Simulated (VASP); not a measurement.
Write the native input for VASP 6.6.1 that does the following.

* Task: single point
* Functional: r2SCAN
* Potentials or basis: VASP PAW PBE potentials, release 64 (Cu)
* Cutoff: 520 eV
* k mesh: 20 × 20 × 20
* Occupations: gaussian, width 0.1 eV
* Spin: no spin polarisation
* Dipole correction: no
* Further INCAR settings: ALGO = Normal; EDIFF = 1e-06; NBANDS = 12

Crystal: Cu.

```
Cu
1.0
    -1.44769    1.44769    1.36932
     1.44769   -1.44769    1.36932
     1.44769    1.44769   -1.36932
Cu
1
Direct
  0.00000 0.00000 0.00000
```

The input as run:

POSCAR

```
Cu
1.0
   -1.4476886724      1.4476886724      1.3693152290
    1.4476886724     -1.4476886724      1.3693152290
    1.4476886724      1.4476886724     -1.3693152290
Cu
1
Direct
    0.0000000000      0.0000000000      0.0000000000
```

INCAR.step1

```
  PREC = Accurate
  ENCUT = 520
  ISMEAR = 0
  SIGMA = 0.1
  LREAL = False
  LASPH = True
  NELM = 100
  NBANDS = 12
  GGA = PE
  ALGO = Normal
  EDIFF = 1E-4
  LWAVE = True
  LCHARG = False
```

INCAR.step2

```
  PREC = Accurate
  ENCUT = 520
  EDIFF = 1E-6
  ISMEAR = 0
  SIGMA = 0.1
  LREAL = False
  LASPH = True
  NELM = 100
  ALGO = Normal
  ISIF = 2
  LWAVE = False
  LCHARG = False
  METAGGA = R2SCAN
  LMIXTAU = True
  NBANDS = 12
  ISTART = 1
```

KPOINTS

```
Automatic mesh
0
Gamma
  20 20 20
```

Potentials or basis: VASP PAW PBE potentials, release 64 (Cu).

Command:

```console
$ cat potpaw_PBE.64/Cu/POTCAR > POTCAR
$ cp INCAR.step1 INCAR
$ mpirun -np 1 vasp_std > vasp.out
$ cp INCAR.step2 INCAR
$ mpirun -np 1 vasp_std > vasp.out
```

Results of the run:

The pressure is 0.7 GPa. The band gap on the k mesh is zero (an odd number of electrons rules out a gap without spin polarisation).

Caveat: the PAW data sets were made with another functional, which shifts forces and pressure a little.

Run time: 2.1 min on 1 thread of AMD EPYC 9R45 96-Core Processor (Zen 5) (shared host), peak memory 0.16 GiB.
